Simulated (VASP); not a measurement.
# K2S (Fm-3m) in VASP: a series of runs

Runs on K2S. Level: PBE. Tasks: single point.

Everything below comes from runs of VASP 6.6.1. Logs are shortened: lines on timing, memory, paths and dates and some standing lists are left out, and cuts for length are marked.

## 1. The cell of the first run

It takes space group Fm-3m (No. 225, cubic). The conventional cell has a = 7.459 Å, b = 7.459 Å, c = 7.459 Å, α = 90.00°, β = 90.00°, γ = 90.00°. S (site symmetry m-3m) has 8 K at 3.23 Å within 4.2 Å. Within 4.2 Å of K (site symmetry -43m) lie 4 S at 3.23 Å and 6 K at 3.73 Å.

## 2. Single point, PBE

INCAR

```
SYSTEM = K2S
ALGO     = Normal         ! electronic algorithm
EDIFF    = 1E-6           ! SCF threshold, eV
ENCUT    = 500            ! plane-wave cutoff, eV
GGA      = PE             ! functional
GGA_COMPAT= .FALSE.      
ISIF     = 2              ! what is computed and relaxed
ISMEAR   = 0              ! smearing method
LASPH    = .TRUE.         ! aspherical terms in the spheres
LCHARG   = .TRUE.         ! write CHGCAR
LELF     = .TRUE.         ! ELF
LREAL    = .FALSE.        ! projectors in reciprocal space
LVHAR    = .TRUE.       
LWAVE    = .FALSE.        ! write WAVECAR
NBANDS   = 19             ! bands
NELM     = 120            ! most SCF steps
PREC     = Accurate       ! precision mode
SIGMA    = 0.01           ! smearing width, eV
```

KPOINTS

```
k-points
0
G
  6 6 6
  0 0 0
```

POSCAR

```
K2S
1.0
    0.0000000000      3.7294923808      3.7294923808
    3.7294923808      0.0000000000      3.7294923808
    3.7294923808      3.7294923808      0.0000000000
S K
1 2
Direct
    0.0000000000      0.0000000000      0.0000000000
    0.2500000000      0.2500000000      0.2500000000
    0.7500000000      0.7500000000      0.7500000000
```

Potentials or basis: VASP PAW PBE potentials, release 64 (S, K_sv).

Run with:

```sh
cat potpaw_PBE.64/S/POTCAR potpaw_PBE.64/K_sv/POTCAR > POTCAR
mpirun -np 1 vasp_std > vasp.out
```

OUTCAR:

```text
SYSTEM = K2S
   EDIFF = 1E-6
   ENCUT = 500
   GGA = PE
   ISIF = 2
   ISMEAR = 0
   LASPH = .TRUE.
   LREAL = .FALSE.
   NELM = 120
   PREC = Accurate

 ion  position               nearest neighbor table
   1  0.000  0.000  0.000-   3 3.23   3 3.23   3 3.23   2 3.23   3 3.23   2 3.23   2 3.23   2 3.23

   2  0.250  0.250  0.250-   1 3.23   1 3.23   1 3.23   1 3.23   3 3.73   3 3.73   3 3.73   3 3.73
                             3 3.73   3 3.73
   3  0.750  0.750  0.750-   1 3.23   1 3.23   1 3.23   1 3.23   2 3.73   2 3.73   2 3.73   2 3.73
                             2 3.73   2 3.73

  LATTYP: Found a face centered cubic cell.
 ALAT       =     7.4589847616

  Lattice vectors:

 A1 = (   0.0000000000,   3.7294923808,   3.7294923808)
 A2 = (   3.7294923808,   0.0000000000,   3.7294923808)
 A3 = (   3.7294923808,   3.7294923808,   0.0000000000)

Analysis of symmetry for initial positions (statically):
=====================================================================
 Subroutine PRICEL returns:
 Original cell was already a primitive cell.

 Routine SETGRP: Setting up the symmetry group for a
 face centered cubic supercell.

 Subroutine GETGRP returns: Found 48 space group operations
 (whereof 48 operations were pure point group operations)
 out of a pool of 48 trial point group operations.

The static configuration has the point symmetry O_h .

Analysis of symmetry for dynamics (positions and initial velocities):
=====================================================================
 Subroutine PRICEL returns:
 Original cell was already a primitive cell.

 Routine SETGRP: Setting up the symmetry group for a
 face centered cubic supercell.

 Subroutine GETGRP returns: Found 48 space group operations
 (whereof 48 operations were pure point group operations)
 out of a pool of 48 trial point group operations.

The dynamic configuration has the point symmetry O_h .

 Subroutine INISYM returns: Found 48 space group operations
 (whereof 48 operations are pure point group operations),
 and found     1 'primitive' translations

----------------------------------------------------------------------------------------

                                     Primitive cell

  volume of cell :     103.7479

  direct lattice vectors                    reciprocal lattice vectors
     0.000000000  3.729492381  3.729492381    -0.134066503  0.134066503  0.134066503
     3.729492381  0.000000000  3.729492381     0.134066503 -0.134066503  0.134066503
[... 78 lines left out ...]
   EDIFF  = 0.1E-05   stopping-criterion for ELM
   LREAL  =      F    real-space projection
   EDIFFG = 0.1E-04   stopping-criterion for IOM
   NSW    =      0    number of steps for IOM
   IBRION =     -1    ionic relax: 0-MD 1-quasi-New 2-CG
   NFREE  =      0    steps in history (QN), initial steepest desc. (CG)
   ISIF   =      2    stress and relaxation
   ISYM   =      2    0-nonsym 1-usesym 2-fastsym
   POTIM  = 0.5000    time-step for ionic-motion
   TEBEG  =    0.0;   TEEND  =   0.0 temperature during run
   PSTRESS=    0.0 pullay stress
   NELECT =      24.0000    total number of electrons
   NUPDOWN=      -1.0000    fix difference up-down
   EMIN   =  10.00;   EMAX   =-10.00  energy-range for DOS
   EFERMI =   0.00;   METHOD = LEGACY
   ISMEAR =     0;   SIGMA  =   0.01  broadening in eV -4-tet -1-fermi 0-gaus
   EFERMI_NEDOS =   21; number of points for ismear=-14 and -15
   IALGO  =     38    algorithm
   IMIX   =      4    mixing-type and parameters
     AMIX     =   0.40;   BMIX     =  1.00
     AMIX_MAG =   1.60;   BMIX_MAG =  1.00
  volume/ion in A,a.u.               =      34.58       233.38
  Fermi-wavevector in a.u.,A,eV,Ry     =   1.004968  1.899114 13.741346  1.009960
  Thomas-Fermi vector in A             =   2.137617
   LORBIT       =      0    0 simple, 1 ext, 2 COOP (PROOUT), +10 PAW based schemes
   GGA     = PE    functional components
   LHFCALC =     F    Hartree Fock is set to
   AEXX    =    0.0000 exact exchange contribution
   IVDW    =     0    specifies the selected vdW correction
   LEPSILON=     F    determine dielectric tensor
   LRPA    =     F    only Hartree local field effects (RPA)
 non-spin polarized calculation
 Gauss-broadening in eV      SIGMA  =   0.01
  energy-cutoff  :      500.00
  volume of cell :      103.75
 maximum number of plane-waves:      2685
 NGX is ok and might be reduce to    40
   NGX = 19   NGY = 19   NGZ = 19

 number of electron      23.9999999 magnetization

 Free energy of the ion-electron system (eV)
  ---------------------------------------------------
  ext. energy  EPLUGINS =         0.00000000
  ---------------------------------------------------
  free energy    TOTEN  =        -9.42069790 eV

  energy without entropy =       -9.42069790  energy(sigma->0) =       -9.42069790

 E-fermi :  -0.3654     XC(G=0):  -7.2577

 val. band max:       -0.4190794595   @ k =   0.5000   0.5000   0.0000
 cond. band min:       1.9053724831   @ k =   0.0000   0.0000   0.0000
 fundamental gap:      2.3244519426
 Fermi energy:        -0.3653716998

 k-point     1 :       0.0000    0.0000    0.0000
  band No.  band energies     occupation
      1     -29.6811      2.00000
      2     -29.6057      2.00000
      3     -13.2680      2.00000
      4     -13.2680      2.00000
      5     -13.2680      2.00000
      6     -13.0446      2.00000
[... 329 lines left out ...]
      6     -13.0913      2.00000
[... 11 lines left out ...]
     18       7.0401      0.00000
     19       7.2688      0.00000

------------------------ aborting loop because EDIFF is reached ----------------------------------------

  FORCE on cell =-STRESS in cart. coord.  units (eV):
  Direction    XX          YY          ZZ          XY          YZ          ZX
  --------------------------------------------------------------------------------------
  -------------------------------------------------------------------------------------
  Total        0.0346775      0.0346775      0.0346775     -0.0000000     -0.0000000      0.0000000
  in kB        0.5355240      0.5355240      0.5355240     -0.0000000     -0.0000000      0.0000000
  external PRESSURE =       0.5355240 kB  Pullay stress =       0.0000000 kB

 VOLUME and BASIS-vectors are now :
 -----------------------------------------------------------------------------
  energy-cutoff  :      500.00
  volume of cell :      103.75
      direct lattice vectors                 reciprocal lattice vectors
     0.000000000  3.729492381  3.729492381    -0.134066503  0.134066503  0.134066503
     3.729492381  0.000000000  3.729492381     0.134066503 -0.134066503  0.134066503
     3.729492381  3.729492381  0.000000000     0.134066503  0.134066503 -0.134066503

 POSITION                                       TOTAL-FORCE (eV/Angst)
 -----------------------------------------------------------------------------------
      0.00000      0.00000      0.00000         0.000000      0.000000      0.000000
      1.86475      1.86475      1.86475         0.000000      0.000000      0.000000
      5.59424      5.59424      5.59424        -0.000000     -0.000000     -0.000000
 -----------------------------------------------------------------------------------
    total drift:                               -0.000000     -0.000000      0.000000

  FREE ENERGIE OF THE ION-ELECTRON SYSTEM (eV)
  ---------------------------------------------------
  free  energy   TOTEN  =        -9.4206979023 eV

  energy  without entropy=       -9.4206979023  energy(sigma->0) =       -9.42069790
```

OSZICAR:

```text
N       E                     dE             d eps       ncg     rms          rms(c)
DAV:   1     0.151565467587E+03    0.15157E+03   -0.10642E+04   608   0.105E+03
DAV:   2     0.131229246214E+01   -0.15025E+03   -0.14594E+03   678   0.298E+02
DAV:   3    -0.106161477374E+02   -0.11928E+02   -0.11891E+02  1093   0.650E+01
DAV:   4    -0.108609665736E+02   -0.24482E+00   -0.24470E+00   864   0.901E+00
DAV:   5    -0.108722421688E+02   -0.11276E-01   -0.11275E-01   973   0.128E+00    0.517E+00
DAV:   6    -0.948529665255E+01    0.13869E+01   -0.37552E+00   825   0.730E+00    0.466E+00
DAV:   7    -0.940317240841E+01    0.82124E-01   -0.98929E-01   816   0.314E+00    0.342E+00
DAV:   8    -0.943245078585E+01   -0.29278E-01   -0.29203E-01   677   0.201E+00    0.106E+00
DAV:   9    -0.941469777264E+01    0.17753E-01   -0.99642E-02   694   0.888E-01    0.579E-01
DAV:  10    -0.942115691999E+01   -0.64591E-02   -0.12104E-02   677   0.404E-01    0.173E-01
DAV:  11    -0.942039249454E+01    0.76443E-03   -0.67930E-03   708   0.248E-01    0.111E-01
DAV:  12    -0.942071309844E+01   -0.32060E-03   -0.25051E-03   697   0.142E-01    0.119E-01
DAV:  13    -0.942069411513E+01    0.18983E-04   -0.98298E-04   687   0.959E-02    0.216E-02
DAV:  14    -0.942069758152E+01   -0.34664E-05   -0.30446E-05   709   0.252E-02    0.110E-02
DAV:  15    -0.942069790229E+01   -0.32077E-06   -0.44810E-06   641   0.691E-03
   1 F= -.94206979E+01 E0= -.94206979E+01  d E =-.465342E-16
```

Wall time 28 s (1 thread of AMD EPYC 9R45 (Zen 5), shared host); peak memory 0.21 GiB.

Results:

```
Free energy            : -9.4207 eV
Pressure               : 0.1 GPa
Band gap on the k mesh : 2.32 eV, indirect (least direct gap 2.50 eV)
```

A k mesh can miss the band edges. As with any semilocal functional, this PBE gap is likely too small.

## 3. Single point, PBE (volume changed by +3%)

INCAR

```
SYSTEM = K2S
PREC = Accurate
ENCUT = 500
EDIFF = 1E-6
ISMEAR = 0
SIGMA = 0.01
LREAL = .FALSE.
LASPH = .TRUE.
NELM = 120
ALGO = Normal
ISIF = 2
LWAVE = .FALSE.
LCHARG = .TRUE.
GGA = PE
LELF = .TRUE.
LVHAR = .TRUE.
NBANDS = 19
GGA_COMPAT = .FALSE.
```

KPOINTS

```
Automatic mesh
0
G
  6 6 6
  0 0 0
```

POSCAR

```
K2S
1.0
    0.0000000000      3.7664204495      3.7664204495
    3.7664204495      0.0000000000      3.7664204495
    3.7664204495      3.7664204495      0.0000000000
S K
1 2
Direct
    0.0000000000      0.0000000000      0.0000000000
    0.2500000000      0.2500000000      0.2500000000
    0.7500000000      0.7500000000      0.7500000000
```

Potentials or basis: VASP PAW PBE potentials, release 64 (S, K_sv).

Run with:

```sh
cat potpaw_PBE.64/S/POTCAR potpaw_PBE.64/K_sv/POTCAR > POTCAR
mpirun -np 1 vasp_std > vasp.out
```

It took 28 s on 1 thread of AMD EPYC 9R45 (Zen 5), shared host; peak memory 0.2 GiB.

The run converged. Its results:

* Free energy: -9.4173 eV
* Pressure: -0.5 GPa
* Band gap on the k mesh: 2.25 eV, indirect (least direct gap 2.40 eV)

Levels at points of the mesh, in eV from the valence-band top:
| k point | band 9 | band 10 | band 11 | band 12 | band 13 | band 14 | band 15 | band 16 |
| --- | --- | --- | --- | --- | --- | --- | --- | --- |
| (0.00, 0.00, 0.00) | -9.57 | -0.15 | -0.15 | -0.15 | 2.25 | 5.45 | 5.45 | 7.30 |
| (0.50, 0.00, 0.00) | -9.41 | -0.59 | -0.05 | -0.05 | 4.61 | 4.78 | 5.74 | 5.74 |
| (0.50, 0.50, 0.00) | -9.37 | -0.69 | 0.00 | 0.00 | 3.49 | 5.19 | 6.33 | 6.55 |

 A k mesh can miss the band edges.
